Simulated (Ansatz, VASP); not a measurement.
Co: VASP beside Ansatz

INCAR

```
  PREC = Accurate
  ENCUT = 520
  EDIFF = 1E-6
  ISMEAR = -1
  SIGMA = 0.1
  LREAL = F
  LASPH = T
  NELM = 150
  ALGO = Normal
  ISIF = 2
  LWAVE = F
  LCHARG = F
  MAGMOM = 0 0 0 0 0 0
  LORBIT = 11
  LSORBIT = T
  GGA_COMPAT = F
  LORBMOM = T
  LMAXMIX = 4
  GGA = RP
  NBANDS = 30
```

File KPOINTS:

```
regular mesh
0
Gamma
  14 14 8
```

POSCAR

```
Co
1.0
    2.4781031213      0.0000000000      0.0000000000
   -1.2390515606      2.1461002563      0.0000000000
    0.0000000000      0.0000000000      3.9926968883
Co
2
Direct
    0.3333333333      0.6666666667      0.2500000000
    0.6666666667      0.3333333333      0.7500000000
```

Input for Ansatz:

```yaml
crystal:
  lattice:
    - [2.4781031213, 0.0, 0.0]
    - [-1.2390515606, 2.1461002563, 0.0]
    - [0.0, 0.0, 3.9926968883]
  atoms:
    - { symbol: Co, position: [0.3333333333, 0.6666666667, 0.25] }
    - { symbol: Co, position: [0.6666666667, 0.3333333333, 0.75] }
hamiltonian:
  xc: rpbe
  pseudopotentials:
    kind: paw_fr
    azcp:
      Co: "pseudopotentials/Co.paw.azcp"
basis:
  ecutwfc: 420
  fft_grid_basis: typed
kpoints:
  mp_grid: { grid: [14, 14, 8], shift: [0, 0, 0] }
magnetization:
  noncollinear: true
  spin_orbit: true
scf:
  occupations: { method: fermi_dirac, width: 0.1 }
```

Alike in both runs: task single point; functional RPBE; k mesh 14 × 14 × 8; occupations fermi-dirac, width 0.1 eV; non-collinear spin, spin-orbit coupling.

|  | VASP | Ansatz |
| --- | --- | --- |
| version | VASP 6.6.1 | Ansatz 0.2.0 |
| potentials or method | VASP PAW PBE potentials, release 64 (Co), cutoff 520 eV | plane waves (420 eV) with PAW, fully relativistic with spin-orbit coupling |
| valence electrons in the cell | 18 | 34 |

|  | VASP | Ansatz | Ansatz less VASP |
| --- | --- | --- | --- |
| net moment per atom (μB) | 0.00 | 0.00 | 0.000 |

VASP's potentials were made for PBE, not for RPBE. VASP's potentials hold 18 valence electrons a cell and Ansatz's 34, so a difference there can come from the potentials and not from the codes.
